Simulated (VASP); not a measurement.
# SnO2 in VASP: a series of runs, part 2 of 2

VASP 6.6.1.

**3. Single point, LDA (atoms displaced along several vibrational modes)**

INCAR

```
  PREC = Accurate
  ENCUT = 520
  EDIFF = 1E-6
  ISMEAR = 0
  SIGMA = 0.05
  LREAL = F
  LASPH = T
  NELM = 80
  ALGO = Normal
  ISIF = 2
  LWAVE = F
  LCHARG = F
  NBANDS = 35
```

KPOINTS

```
Automatic mesh
0
Gamma
  6 6 8
```

POSCAR

```
SnO2
1.0
    4.7201335122      0.0000000000      0.0000000000
    0.0000000000      4.7206343096      0.0000000000
    0.0000000000      0.0000000000      3.1888226875
Sn O
2 4
Direct
    0.4934944068      0.4924863052      0.5000000000
    0.0065189374     -0.0075252158      0.0000000000
    0.2416241765      0.3743785209      0.0000000000
    0.7897133960      0.1814146248      0.5000000000
    0.2583263175      0.8743359079      0.5000000000
    0.7102370980      0.6814572378      0.0000000000
```

Potentials or basis: VASP PAW LDA potentials, release 64 (Sn_d, O).

Run with:

```sh
$ cat potpaw_LDA.64/Sn_d/POTCAR potpaw_LDA.64/O/POTCAR > POTCAR
$ mpirun -np 1 vasp_std > vasp.out
```

It took 84 s on 1 thread of AMD EPYC 9R45 (Zen 5), shared host; peak memory 0.26 GiB.

Results (log left out):

| Property | Result |
| --- | --- |
| Free energy | -41.9606 eV |
| Pressure | -3.2 GPa |
| Largest force | 0.802 eV/Å |
| Band gap on the k mesh | 1.38 eV (least direct gap 1.38 eV) |

Forces in eV/Å, atoms in the order of the input:
```
Sn   0.124  0.760  0.000
Sn  -0.126  0.762  0.000
O    0.665 -0.448  0.000
O    0.119 -0.313  0.000
O   -0.664 -0.446  0.000
O   -0.118 -0.314  0.000
```

Stress tensor (GPa, compression positive):
```
-3.78  0.00  0.00
 0.00 -3.28  0.00
 0.00  0.00 -2.60
```

Levels at points of the mesh, in eV from the valence-band top:
| k point | band 22 | band 23 | band 24 | band 25 | band 26 | band 27 | band 28 | band 29 | band 30 | band 31 |
| --- | --- | --- | --- | --- | --- | --- | --- | --- | --- | --- |
| (0.00, 0.00, 0.00) | -1.02 | -0.86 | -0.44 | -0.39 | -0.01 | 1.38 | 5.49 | 6.38 | 6.90 | 10.15 |
| (0.50, 0.00, 0.00) | -1.39 | -1.06 | -0.78 | -0.19 | -0.09 | 3.84 | 4.27 | 6.24 | 6.59 | 10.13 |
| (0.00, 0.50, 0.00) | -2.08 | -0.89 | -0.89 | -0.39 | -0.39 | 4.50 | 4.50 | 7.68 | 7.68 | 10.20 |
| (0.50, 0.50, 0.00) | -1.90 | -1.09 | -1.09 | -0.48 | -0.48 | 4.72 | 4.72 | 7.32 | 7.32 | 10.61 |
| (0.00, 0.00, 0.50) | -2.48 | -1.49 | -1.49 | -0.71 | -0.71 | 5.76 | 5.76 | 9.07 | 9.07 | 10.23 |
| (0.50, 0.00, 0.50) | -1.91 | -0.78 | -0.78 | -0.50 | -0.50 | 6.04 | 6.04 | 8.07 | 8.07 | 10.29 |
| (0.00, 0.50, 0.50) | -1.18 | -1.02 | -1.02 | -0.30 | -0.30 | 5.83 | 5.83 | 7.71 | 7.71 | 10.73 |
| (0.50, 0.50, 0.50) | -2.02 | -0.83 | -0.83 | -0.35 | -0.35 | 4.74 | 4.74 | 8.59 | 8.59 | 10.55 |

Caveat: the cell differs from its parent crystal (atoms displaced along several vibrational modes); the cell stands under tension; spin-orbit coupling is left out, which moves the levels of the heavy elements.

**4. Single point, LDA (atoms displaced along several vibrational modes)**

INCAR

```
PREC = Accurate
ENCUT = 520
EDIFF = 1E-7
ISMEAR = 0
SIGMA = 0.05
LREAL = F
LASPH = T
NELM = 100
ALGO = Normal
ISIF = 2
LWAVE = F
LCHARG = F
NBANDS = 35
```

KPOINTS is that of step 3.

POSCAR

```
SnO2
1.0
    4.7201335122      0.0000000000      0.0000000000
    0.0000000000      4.7206343096      0.0000000000
    0.0000000000      0.0000000000      3.1888226875
Sn O
2 4
Direct
    0.5065055932      0.5075136948      0.5000000000
   -0.0065189374      0.0075252158      0.0000000000
    0.3434992233      0.2648135857      0.0000000000
    0.7954100038      0.1793932686      0.5000000000
    0.1565502827      0.7648561987      0.5000000000
    0.7046395022      0.6793506556      0.0000000000
```

Run with:

```sh
$ cat potpaw_LDA.64/Sn_d/POTCAR potpaw_LDA.64/O/POTCAR > POTCAR
$ mpirun -np 1 vasp_std > vasp.out
```

Wall time 2.7 min (1 thread of Intel Xeon 6975P-C, shared host); peak memory 0.29 GiB.

Results (log left out):

```
Free energy            : -42.0135 eV
Pressure               : 0.5 GPa
Largest force          : 1.163 eV/Å
Band gap on the k mesh : 1.28 eV
```

Forces on the atoms (eV/Å):
```
Sn  -0.841 -0.800  0.000
Sn   0.843 -0.801  0.000
O   -0.598  0.443  0.000
O    0.270  0.357  0.000
O    0.597  0.442  0.000
O   -0.271  0.358  0.000
```

Stress tensor (GPa, compression positive):
```
 0.77  0.00  0.00
 0.00 -1.80  0.00
 0.00  0.00  2.43
```

Levels at points of the mesh, in eV from the valence-band top:
```csv
k point,band 23,band 24,band 25,band 26,band 27,band 28,band 29,band 30
"(0.00, 0.00, 0.00)",-1.04,-0.80,-0.59,0.00,1.28,5.20,6.24,6.86
"(0.50, 0.00, 0.00)",-1.39,-0.85,-0.69,-0.63,4.43,4.43,7.07,7.21
"(0.00, 0.50, 0.00)",-1.04,-1.04,-0.38,-0.38,4.22,4.22,6.65,6.65
"(0.50, 0.50, 0.00)",-1.21,-1.21,-0.83,-0.83,4.71,4.71,7.33,7.33
"(0.00, 0.00, 0.50)",-1.71,-1.71,-1.11,-1.11,5.95,5.95,9.18,9.18
"(0.50, 0.00, 0.50)",-1.04,-1.04,-0.54,-0.54,6.08,6.08,7.74,7.74
"(0.00, 0.50, 0.50)",-1.12,-1.11,-0.59,-0.59,6.16,6.16,8.12,8.12
"(0.50, 0.50, 0.50)",-0.99,-0.99,-0.63,-0.63,4.66,4.66,8.51,8.51
```

Caveat: the cell differs from its parent crystal (atoms displaced along several vibrational modes); spin-orbit coupling is left out, which moves the levels of the heavy elements; forces of over 1 eV/Å act on the atoms, so gaps and moduli don't describe the material at rest.

**5. Single point, LDA (atoms displaced along several vibrational modes)**

INCAR

```
  ALGO = Normal
  EDIFF = 1E-6
  ENCUT = 520
  ISIF = 2
  ISMEAR = 0
  LASPH = T
  LCHARG = F
  LREAL = F
  LWAVE = F
  NBANDS = 35
  NELM = 60
  PREC = Accurate
  SIGMA = 0.05
```

KPOINTS

```
k-points
0
Gamma
  6 6 8
```

POSCAR

```
SnO2
1.0
    4.7201335122      0.0000000000      0.0000000000
    0.0000000000      4.7206343096      0.0000000000
    0.0000000000      0.0000000000      3.1888226875
Sn O
2 4
Direct
    0.4934944068      0.4924863052      0.5000000000
    0.0065189374     -0.0075252158      0.0000000000
    0.2953604978      0.3206493444      0.0000000000
    0.8434497173      0.2351438013      0.5000000000
    0.2045899962      0.8206067314      0.5000000000
    0.6565007767      0.7351864143      0.0000000000
```

Run with:

```sh
$ cat potpaw_LDA.64/Sn_d/POTCAR potpaw_LDA.64/O/POTCAR > POTCAR
$ mpirun -np 1 vasp_std > vasp.out
```

It took 2.4 min on 1 thread of Intel Xeon 6975P-C, shared host; peak memory 0.29 GiB.

The run converged. Its results:

| Property | Result |
| --- | --- |
| Free energy | -42.0135 eV |
| Pressure | 0.5 GPa |
| Largest force | 1.163 eV/Å |
| Band gap on the k mesh | 1.28 eV |

Forces on the atoms (eV/Å):
```
Sn   0.841  0.800  0.000
Sn  -0.843  0.801  0.000
O    0.270 -0.358  0.000
O   -0.595 -0.442  0.000
O   -0.269 -0.358  0.000
O    0.596 -0.443  0.000
```

Stress tensor (GPa, compression positive):
```
 0.76  0.00  0.00
 0.00 -1.81  0.00
 0.00  0.00  2.43
```

Levels at points of the mesh, in eV from the valence-band top:
| k point | band 24 | band 25 | band 26 | band 27 | band 28 | band 29 |
| --- | --- | --- | --- | --- | --- | --- |
| (0.00, 0.00, 0.00) | -0.80 | -0.59 | 0.00 | 1.28 | 5.20 | 6.24 |
| (0.50, 0.00, 0.00) | -0.85 | -0.69 | -0.63 | 4.43 | 4.43 | 7.07 |
| (0.00, 0.50, 0.00) | -1.04 | -0.38 | -0.38 | 4.22 | 4.22 | 6.65 |
| (0.50, 0.50, 0.00) | -1.21 | -0.83 | -0.83 | 4.71 | 4.71 | 7.33 |
| (0.00, 0.00, 0.50) | -1.71 | -1.11 | -1.11 | 5.95 | 5.95 | 9.18 |
| (0.50, 0.00, 0.50) | -1.04 | -0.54 | -0.54 | 6.08 | 6.08 | 7.74 |
| (0.00, 0.50, 0.50) | -1.11 | -0.59 | -0.59 | 6.16 | 6.16 | 8.12 |
| (0.50, 0.50, 0.50) | -0.99 | -0.63 | -0.63 | 4.66 | 4.66 | 8.51 |

Caveat: the cell differs from its parent crystal (atoms displaced along several vibrational modes); spin-orbit coupling is left out, which moves the levels of the heavy elements; forces of over 1 eV/Å act on the atoms, so gaps and moduli don't describe the material at rest.

**6. Single point, LDA (atoms displaced along several vibrational modes)**

INCAR

```
PREC = Accurate
ENCUT = 520
EDIFF = 1E-7
ISMEAR = 0
SIGMA = 0.05
LREAL = F
LASPH = T
NELM = 80
ALGO = Normal
ISIF = 2
LWAVE = F
LCHARG = T
LELF = T
LVHAR = T
NBANDS = 35
```

KPOINTS

```
regular mesh
0
Gamma
  6 6 8
```

POSCAR

```
SnO2
1.0
    4.7201335122      0.0000000000      0.0000000000
    0.0000000000      4.7206343096      0.0000000000
    0.0000000000      0.0000000000      3.1888226875
Sn O
2 4
Direct
    0.5065055932      0.5075136948      0.5000000000
   -0.0065189374      0.0075252158      0.0000000000
    0.2897629020      0.3185427622      0.0000000000
    0.7416736825      0.1256640921      0.5000000000
    0.2102866040      0.8185853752      0.5000000000
    0.7583758235      0.6256214791      0.0000000000
```

Potentials or basis: VASP PAW LDA potentials, release 64 (Sn_d, O).

Run with:

```sh
$ cat potpaw_LDA.64/Sn_d/POTCAR potpaw_LDA.64/O/POTCAR > POTCAR
$ mpirun -np 1 vasp_std > vasp.out
```

It took 2.5 min on 1 thread of Intel Xeon 6975P-C, shared host; peak memory 0.29 GiB.

It converged, with:

| Quantity | Value |
| --- | --- |
| Free energy | -41.9606 eV |
| Pressure | -3.2 GPa |
| Largest force | 0.802 eV/Å |
| Band gap on the k mesh | 1.38 eV (least direct gap 1.38 eV) |

Forces in eV/Å, atoms in the order of the input:
```
Sn  -0.124 -0.760  0.000
Sn   0.126 -0.762  0.000
O    0.118  0.314  0.000
O    0.665  0.446  0.000
O   -0.119  0.313  0.000
O   -0.666  0.448  0.000
```

Stress tensor (GPa, compression positive):
```
-3.78  0.00  0.00
 0.00 -3.27  0.00
 0.00  0.00 -2.59
```

Levels at points of the mesh, in eV from the valence-band top:
| k point | band 23 | band 24 | band 25 | band 26 | band 27 | band 28 | band 29 | band 30 |
| --- | --- | --- | --- | --- | --- | --- | --- | --- |
| (0.00, 0.00, 0.00) | -0.86 | -0.44 | -0.39 | -0.01 | 1.38 | 5.49 | 6.38 | 6.90 |
| (0.50, 0.00, 0.00) | -1.06 | -0.78 | -0.19 | -0.09 | 3.84 | 4.27 | 6.24 | 6.59 |
| (0.00, 0.50, 0.00) | -0.89 | -0.89 | -0.39 | -0.39 | 4.50 | 4.50 | 7.68 | 7.68 |
| (0.50, 0.50, 0.00) | -1.09 | -1.09 | -0.48 | -0.48 | 4.72 | 4.72 | 7.32 | 7.32 |
| (0.00, 0.00, 0.50) | -1.49 | -1.49 | -0.71 | -0.71 | 5.76 | 5.76 | 9.07 | 9.07 |
| (0.50, 0.00, 0.50) | -0.78 | -0.78 | -0.50 | -0.50 | 6.04 | 6.04 | 8.07 | 8.07 |
| (0.00, 0.50, 0.50) | -1.02 | -1.02 | -0.30 | -0.30 | 5.83 | 5.83 | 7.71 | 7.71 |
| (0.50, 0.50, 0.50) | -0.83 | -0.83 | -0.35 | -0.35 | 4.74 | 4.74 | 8.59 | 8.59 |

Caveat: the cell differs from its parent crystal (atoms displaced along several vibrational modes); the cell stands under tension; spin-orbit coupling is left out, which moves the levels of the heavy elements.

**7. Overview**

| cell | gap on the mesh (eV) | pressure (GPa) | largest force (eV/Å) |
| --- | --- | --- | --- |
| as given, atomic positions A | 1.22 | 0.0 | 0.89 |
| as given, atomic positions B | 1.38 | -3.2 | 0.80 |
| as given, atomic positions C | 1.28 | 0.5 | 1.16 |

Alike in all rows: task single point; level LDA; potentials or basis VASP PAW LDA potentials, release 64 (Sn_d, O); no spin polarisation; k mesh 6 × 6 × 8; cutoff (eV) 520; smearing gaussian 0.05 eV.

Caveats: spin-orbit coupling is left out, which moves the levels of the heavy elements; the cell stands under tension (at least some runs); forces of over 1 eV/Å act on the atoms, so gaps and moduli don't describe the material at rest (at least some runs).

Absolute energies hang on the potentials; compare differences alone.
